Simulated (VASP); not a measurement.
# Co (P6_3/mmc) in VASP: notebook

Aim: see how the results for Co move with the level of theory and the settings. Levels: PBE, PBEsol. Tasks: single point.

Program: VASP 6.6.1. These are calculated values, not measurements. Logs are shortened: lines on timing, memory, paths and dates and some standing lists are left out, and cuts for length are marked.

**1. The cell of the first run**

The structure is hexagonal, space group P6_3/mmc (No. 194). Conventional cell: a = 2.571 Å, b = 2.571 Å, c = 4.021 Å, α = 90.00°, β = 90.00°, γ = 120.00°. Within 3.3 Å of Co (site symmetry -6m2) lie 12 Co at 2.50 to 2.57 Å.

**2. Single point, PBE, collinear spin, ferromagnetic start**

Input file INCAR:

```
  ALGO = Fast
  EDIFF = 1E-6
  ENCUT = 520
  GGA = PE
  ISIF = 2
  ISMEAR = -1
  ISPIN = 2
  LASPH = T
  LCHARG = T
  LELF = T
  LMAXMIX = 4
  LORBIT = 11
  LREAL = F
  LVHAR = T
  LWAVE = F
  MAGMOM = 2 2
  NBANDS = 20
  NELM = 150
  PREC = Accurate
  SIGMA = 0.05
```

Input file KPOINTS:

```
k-points
0
Gamma
  10 10 6
```

Input file POSCAR:

```
Co
1.0
    2.5708798993      0.0000000000      0.0000000000
   -1.2854399497      2.2264473029      0.0000000000
    0.0000000000      0.0000000000      4.0211440800
Co
2
Direct
    0.6666666667      0.3333333333      0.7500000000
    0.3333333333      0.6666666667      0.2500000000
```

Potentials or basis: VASP PAW PBE potentials, release 64 (Co).

On the command line:

```sh
$ cat potpaw_PBE.64/Co/POTCAR > POTCAR
$ mpirun -np 1 vasp_std > vasp.out
```

OUTCAR:

```text
EDIFF = 1E-6
   ENCUT = 520
   GGA = PE
   ISIF = 2
   ISMEAR = -1
   ISPIN = 2
   LASPH = T
   LORBIT = 11
   LREAL = F
   NELM = 150
   PREC = Accurate

 ion  position               nearest neighbor table
   1  0.667  0.333  0.750-   2 2.50   2 2.50   2 2.50   2 2.50   2 2.50   2 2.50
   2  0.333  0.667  0.250-   1 2.50   1 2.50   1 2.50   1 2.50   1 2.50   1 2.50

  LATTYP: Found a hexagonal cell.
 ALAT       =     2.5708798993
 C/A-ratio  =     1.5641119918

  Lattice vectors:

 A1 = (   2.5708798993,   0.0000000000,   0.0000000000)
 A2 = (  -1.2854399497,   2.2264473029,   0.0000000000)
 A3 = (   0.0000000000,   0.0000000000,   4.0211440800)

Analysis of symmetry for initial positions (statically):
=====================================================================
 Subroutine PRICEL returns:
 Original cell was already a primitive cell.

 Routine SETGRP: Setting up the symmetry group for a
 hexagonal supercell.

 Subroutine GETGRP returns: Found 24 space group operations
 (whereof 12 operations were pure point group operations)
 out of a pool of 24 trial point group operations.

The static configuration has the point symmetry D_3d.
 The point group associated with its full space group is D_6h.

Analysis of symmetry for dynamics (positions and initial velocities):
=====================================================================
 Subroutine PRICEL returns:
 Original cell was already a primitive cell.

 Routine SETGRP: Setting up the symmetry group for a
 hexagonal supercell.

 Subroutine GETGRP returns: Found 24 space group operations
 (whereof 12 operations were pure point group operations)
 out of a pool of 24 trial point group operations.

The dynamic configuration has the point symmetry D_3d.
 The point group associated with its full space group is D_6h.

Analysis of structural, dynamic, and magnetic symmetry:
=====================================================================
 Subroutine PRICEL returns:
 Original cell was already a primitive cell.

 Routine SETGRP: Setting up the symmetry group for a
 hexagonal supercell.

 Subroutine GETGRP returns: Found 24 space group operations
 (whereof 12 operations were pure point group operations)
 out of a pool of 24 trial point group operations.

The overall configuration has the point symmetry D_3d.
 The point group associated with its full space group is D_6h.

 Subroutine INISYM returns: Found 24 space group operations
 (whereof 12 operations are pure point group operations),
 and found     1 'primitive' translations

----------------------------------------------------------------------------------------

                                     Primitive cell

  volume of cell :      23.0167

  direct lattice vectors                    reciprocal lattice vectors
     2.570879899  0.000000000  0.000000000     0.388971885  0.224573022  0.000000000
    -1.285439950  2.226447303  0.000000000     0.000000000  0.449146045  0.000000000
     0.000000000  0.000000000  4.021144080     0.000000000  0.000000000  0.248685444

  length of vectors
     2.570879899  2.570879899  4.021144080     0.449146045  0.449146045  0.248685444

  position of ions in fractional coordinates (direct lattice)
     0.666666667  0.333333333  0.750000000
     0.333333333  0.666666667  0.250000000

  ion indices of the primitive-cell ions
   primitive index   ion index
                 1           1
                 2           2

----------------------------------------------------------------------------------------

 KPOINTS: k-points

Automatic generation of k-mesh.
 Grid dimensions read from file:
 generate k-points for:   10   10    6

 Generating k-lattice:

  Cartesian coordinates                     Fractional coordinates (reciprocal lattice)
     0.038897188  0.022457302  0.000000000     0.100000000 -0.000000000  0.000000000
     0.000000000  0.044914604  0.000000000     0.000000000  0.100000000  0.000000000
     0.000000000  0.000000000  0.041447574     0.000000000  0.000000000  0.166666667

  Length of vectors
     0.044914604  0.044914604  0.041447574

  Shift w.r.t. Gamma in fractional coordinates (k-lattice)
     0.000000000  0.000000000  0.000000000

 Subroutine IBZKPT returns following result:
 ===========================================

 Found     56 irreducible k-points:

 Following reciprocal coordinates:
            Coordinates               Weight
  0.000000  0.000000  0.000000      1.000000
  0.100000 -0.000000  0.000000      6.000000
  0.200000 -0.000000  0.000000      6.000000
  0.300000 -0.000000  0.000000      6.000000
  0.400000 -0.000000  0.000000      6.000000
  0.500000 -0.000000  0.000000      3.000000
[... 16 lines left out ...]
  0.300000  0.100000  0.166667     24.000000
  0.400000  0.100000  0.166667     24.000000
 [... further k-points ...]
   k-points           NKPTS =     56   k-points in BZ     NKDIM =     56   number of bands    NBANDS=     20
   number of dos      NEDOS =    301   number of ions     NIONS =      2
   total plane-waves  NPLWV =  12000
   dimension x,y,z NGX =    20 NGY =   20 NGZ =   30
   dimension x,y,z NGXF=    40 NGYF=   40 NGZF=   60
   ions per type =               2
   NGX,Y,Z   is equivalent  to a cutoff of  12.93, 12.93, 12.40 a.u.
   NGXF,Y,Z  is equivalent  to a cutoff of  25.87, 25.87, 24.81 a.u.
 SYSTEM =  unknown system
   PREC   = accura    normal or accurate (medium, high low for compatibility)
   ISTART =      0    job   : 0-new  1-cont  2-samecut
   ICHARG =      2    charge: 1-file 2-atom 10-const
   ISPIN  =      2    spin polarized calculation?
   LNONCOLLINEAR =      F non collinear calculations
   LSORBIT =      F    spin-orbit coupling
   LASPH  =      T    aspherical Exc in radial PAW
   ENCUT  =  520.0 eV  38.22 Ry    6.18 a.u.   4.78  4.78  7.48*2*pi/ulx,y,z
   NELM   =    150;   NELMIN=  2; NELMDL= -5     # of ELM steps
   EDIFF  = 0.1E-05   stopping-criterion for ELM
   LREAL  =      F    real-space projection
   EDIFFG = 0.1E-04   stopping-criterion for IOM
   NSW    =      0    number of steps for IOM
   IBRION =     -1    ionic relax: 0-MD 1-quasi-New 2-CG
   NFREE  =      0    steps in history (QN), initial steepest desc. (CG)
   ISIF   =      2    stress and relaxation
   ISYM   =      2    0-nonsym 1-usesym 2-fastsym
   POTIM  = 0.5000    time-step for ionic-motion
   TEBEG  =    0.0;   TEEND  =   0.0 temperature during run
   PSTRESS=    0.0 pullay stress
   NELECT =      18.0000    total number of electrons
   NUPDOWN=      -1.0000    fix difference up-down
   EMIN   =  10.00;   EMAX   =-10.00  energy-range for DOS
   EFERMI =   0.00;   METHOD = LEGACY
   ISMEAR =    -1;   SIGMA  =   0.05  broadening in eV -4-tet -1-fermi 0-gaus
   EFERMI_NEDOS =   21; number of points for ismear=-14 and -15
   IALGO  =     68    algorithm
   IMIX   =      4    mixing-type and parameters
     AMIX     =   0.40;   BMIX     =  1.00
     AMIX_MAG =   1.60;   BMIX_MAG =  1.00
  volume/ion in A,a.u.               =      11.51        77.66
  Fermi-wavevector in a.u.,A,eV,Ry     =   1.508288  2.850252 30.952354  2.274934
  Thomas-Fermi vector in A             =   2.618762
   LORBIT       =     11    0 simple, 1 ext, 2 COOP (PROOUT), +10 PAW based schemes
   GGA     = PE    functional components
   LHFCALC =     F    Hartree Fock is set to
   AEXX    =    0.0000 exact exchange contribution
   IVDW    =     0    specifies the selected vdW correction
   LEPSILON=     F    determine dielectric tensor
   LRPA    =     F    only Hartree local field effects (RPA)
 spin polarized calculation
 RMM-DIIS sequential band-by-band and
  energy-cutoff  :      520.00
  volume of cell :       23.02
 maximum number of plane-waves:       638
 NGX is ok and might be reduce to    20
   NGX =  9   NGY =  9   NGZ = 15

 number of electron      18.0000000 magnetization       3.3231637

 Free energy of the ion-electron system (eV)
  ---------------------------------------------------
  ext. energy  EPLUGINS =         0.00000000
  ---------------------------------------------------
  free energy    TOTEN  =       -14.02438565 eV

  energy without entropy =      -14.01081442  energy(sigma->0) =      -14.01760004

 E-fermi :   9.4170     XC(G=0): -13.0594

 val. band max:        9.4028663190   @ k =   0.0000   0.0000   0.1667
 cond. band min:       9.4188566735   @ k =   0.1000  -0.0000   0.1667
 fundamental gap:      0.0159903545
 Fermi energy:         9.4170250971

 spin component 1

 k-point     1 :       0.0000    0.0000    0.0000
  band No.  band energies     occupation
      1       0.8835      1.00000
      2       4.6000      1.00000
      3       6.8944      1.00000
      4       6.8944      1.00000
      5       7.0407      1.00000
      6       7.2101      1.00000
[... 12 lines left out ...]
     19      33.6906      0.00000
     20      35.1361      0.00000

 k-point     2 :       0.1000   -0.0000    0.0000
  band No.  band energies     occupation
      1       1.2093      1.00000
      2       4.7768      1.00000
      3       6.6605      1.00000
      4       7.0371      1.00000
      5       7.1393      1.00000
      6       7.2472      1.00000
[... 12 lines left out ...]
     19      35.4767      0.00000
     20      36.4316      0.00000

 k-point     3 :       0.2000   -0.0000    0.0000
  band No.  band energies     occupation
      1       2.1375      1.00000
      2       5.1599      1.00000
      3       6.3549      1.00000
      4       6.5226      1.00000
      5       7.0186      1.00000
      6       7.1230      1.00000
[... 12 lines left out ...]
     19      34.1349      0.00000
     20      36.9862      0.00000

 k-point     4 :       0.3000   -0.0000    0.0000
  band No.  band energies     occupation
      1       3.4554      1.00000
      2       5.2839      1.00000
      3       5.8314      1.00000
      4       6.2954      1.00000
      5       6.8982      1.00000
      6       7.0575      1.00000
[... 429 lines left out ...]
 k-point    23 :       0.3000    0.1000    0.1667
  band No.  band energies     occupation
      1       4.3470      1.00000
      2       5.3846      1.00000
      3       5.5988      1.00000
      4       6.1767      1.00000
      5       6.8002      1.00000
      6       7.1148      1.00000
[... 12 lines left out ...]
     19      32.9087      0.00000
     20      33.5901      0.00000

 k-point    24 :       0.4000    0.1000    0.1667
  band No.  band energies     occupation
      1       4.7834      1.00000
      2       5.1694      1.00000
      3       5.6834      1.00000
      4       6.1389      1.00000
      5       6.7121      1.00000
      6       7.3693      1.00000
[... 12 lines left out ...]
     19      32.4565      0.00000
     20      32.7619      0.00000

 [... further k-points ...]

 spin component 2

 k-point     1 :       0.0000    0.0000    0.0000
  band No.  band energies     occupation
      1       0.8659      1.00000
      2       5.6209      1.00000
      3       8.6000      1.00000
      4       8.6000      1.00000
      5       8.7751      1.00000
      6       8.9758      0.99985
[... 12 lines left out ...]
     19      33.9850      0.00000
     20      34.8434      0.00000

 k-point     2 :       0.1000   -0.0000    0.0000
  band No.  band energies     occupation
      1       1.1930      1.00000
      2       5.8273      1.00000
      3       8.3110      1.00000
      4       8.6867      1.00000
      5       8.7593      1.00000
      6       8.8799      0.99998
[... 12 lines left out ...]
     19      35.2488      0.00000
     20      36.7177      0.00000

 k-point     3 :       0.2000   -0.0000    0.0000
  band No.  band energies     occupation
      1       2.1352      1.00000
      2       6.3075      1.00000
      3       7.7351      1.00000
      4       7.8885      1.00000
      5       8.6980      1.00000
      6       8.8417      0.99999
[... 12 lines left out ...]
     19      34.0879      0.00000
     20      37.0272      0.00000

 k-point     4 :       0.3000   -0.0000    0.0000
  band No.  band energies     occupation
      1       3.5439      1.00000
      2       6.5819      1.00000
      3       7.0517      1.00000
      4       7.6049      1.00000
      5       8.5809      1.00000
      6       8.6859      1.00000
[... 429 lines left out ...]
 k-point    23 :       0.3000    0.1000    0.1667
  band No.  band energies     occupation
      1       4.6649      1.00000
      2       6.6034      1.00000
      3       6.8336      1.00000
      4       7.4798      1.00000
      5       8.3847      1.00000
      6       8.7038      1.00000
[... 12 lines left out ...]
     19      33.2646      0.00000
     20      33.7482      0.00000

 k-point    24 :       0.4000    0.1000    0.1667
  band No.  band energies     occupation
      1       5.6843      1.00000
      2       6.3989      1.00000
      3       6.8304      1.00000
      4       7.2819      1.00000
      5       8.3339      1.00000
      6       8.8817      0.99998
[... 12 lines left out ...]
     19      32.8143      0.00000
     20      32.8899      0.00000

 [... further k-points ...]
[... 5 lines left out ...]
  --------------------------------------------------------------------------------------
  -------------------------------------------------------------------------------------
  Total       -1.8733032     -1.8733032     -0.8776793      0.0000000      0.0000000      0.0000000
  in kB     -130.3991662   -130.3991662    -61.0945648      0.0000000      0.0000000      0.0000000
  external PRESSURE =    -107.2976324 kB  Pullay stress =       0.0000000 kB

 VOLUME and BASIS-vectors are now :
 -----------------------------------------------------------------------------
  energy-cutoff  :      520.00
  volume of cell :       23.02
      direct lattice vectors                 reciprocal lattice vectors
     2.570879899  0.000000000  0.000000000     0.388971885  0.224573022  0.000000000
    -1.285439950  2.226447303  0.000000000     0.000000000  0.449146045  0.000000000
     0.000000000  0.000000000  4.021144080     0.000000000  0.000000000  0.248685444

 POSITION                                       TOTAL-FORCE (eV/Angst)
 -----------------------------------------------------------------------------------
      1.28544      0.74215      3.01586        -0.000000      0.000000      0.000000
     -0.00000      1.48430      1.00529         0.000000      0.000000      0.000000
 -----------------------------------------------------------------------------------
    total drift:                                0.000000      0.000000     -0.000000

  FREE ENERGIE OF THE ION-ELECTRON SYSTEM (eV)
  ---------------------------------------------------
  free  energy   TOTEN  =       -14.0243856509 eV

  energy  without entropy=      -14.0108144195  energy(sigma->0) =      -14.01760004

 total charge

# of ion       s       p       d       tot
------------------------------------------
    1        0.466   0.473   7.228   8.167
    2        0.466   0.473   7.228   8.167
--------------------------------------------------
tot          0.932   0.945  14.456  16.333

 magnetization (x)

# of ion       s       p       d       tot
------------------------------------------
    1       -0.014  -0.053   1.760   1.693
    2       -0.014  -0.053   1.760   1.693
--------------------------------------------------
tot         -0.028  -0.106   3.521   3.386
```

It used 77 s of CPU time on 1 thread of AMD EPYC 7R13 Processor (Zen 3), on a shared host.

Results:

| Quantity | Value |
| --- | --- |
| Free energy | -14.0244 eV |
| Pressure | -10.7 GPa |
| Net moment | 3.32 μB per cell |
| Site moments | Co +1.69 μB |
| Valence electrons inside the program's atomic spheres | Co 8.17 |

Stress tensor (GPa, compression positive):
```
-13.04   0.00   0.00
  0.00 -13.04   0.00
  0.00   0.00  -6.11
```

Levels at points of the mesh, in eV from the Fermi level:
Spin up:
```tsv
k point	band 7	band 8	band 9	band 10	band 11	band 12	band 13	band 14	band 15	band 16
(0.00, 0.00, 0.00)	-2.21	-1.99	-1.99	-0.87	-0.87	0.36	6.34	21.08	22.79	22.79
(0.50, 0.00, 0.00)	-2.05	-0.88	-0.71	-0.62	1.08	2.91	9.48	10.07	12.44	13.45
(0.00, 0.00, 0.50)	-2.62	-2.62	-1.16	-1.16	-1.16	-1.16	15.24	15.24	21.80	21.80
(0.50, 0.00, 0.50)	-1.10	-1.10	-0.77	-0.77	1.51	1.51	6.69	6.69	17.25	17.25
```
Spin down:
| k point | band 4 | band 5 | band 6 | band 7 | band 8 | band 9 | band 10 | band 11 |
| --- | --- | --- | --- | --- | --- | --- | --- | --- |
| (0.00, 0.00, 0.00) | -0.82 | -0.64 | -0.44 | -0.44 | -0.22 | -0.22 | 0.27 | 1.02 |
| (0.50, 0.00, 0.00) | -1.83 | -1.09 | -0.80 | -0.37 | 1.07 | 1.25 | 1.32 | 2.38 |
| (0.00, 0.00, 0.50) | -1.21 | -0.93 | -0.93 | -0.93 | -0.93 | 0.72 | 0.72 | 0.72 |
| (0.50, 0.00, 0.50) | -2.05 | -0.06 | -0.06 | 0.27 | 0.27 | 1.19 | 1.19 | 2.12 |

(Continued in part 2 of 2.)
